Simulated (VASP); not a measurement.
**BeTe: single point with PBEsol**

The system is BeTe.

```
Be Te
1.0
     2.80278    2.80278    0.00000
    -2.80278    2.80278    0.00000
     0.00000    2.80278    2.80278
Be Te
1 1
Direct
  0.00000 0.00000 0.00000
  0.75000 0.25000 0.50000
```

```
Program             : VASP 6.6.1
Task                : single point
Functional          : PBEsol
Potentials or basis : VASP PAW PBE potentials, release 64 (Be, Te)
Cutoff              : 520 eV
k mesh              : 12 × 12 × 12
Occupations         : fermi-dirac, width 0.05 eV
Spin                : no spin polarisation
```

```json
{"Pressure": "0.2 GPa", "Band gap on the k mesh": "1.82 eV, indirect (least direct gap 3.59 eV)"}
```

Levels at points of the mesh, in eV from the valence-band top:
```csv
k point,band 2,band 3,band 4,band 5,band 6,band 7
"(0.00, 0.00, 0.00)",0.00,0.00,0.00,3.59,3.59,3.59
"(0.50, 0.00, 0.00)",-5.67,-1.16,-1.16,3.07,4.55,4.55
"(0.50, 0.50, 0.00)",-5.21,-2.71,-2.71,1.82,2.59,9.80
```

Wall time 50 s on 1 thread of Intel Xeon 8259CL, on a shared host, peak memory 0.19 GiB.

Caveat: the PAW data sets were made with another functional, which shifts forces and pressure a little; spin-orbit coupling is left out, which moves the levels of the heavy elements. A k mesh can miss the band edges.
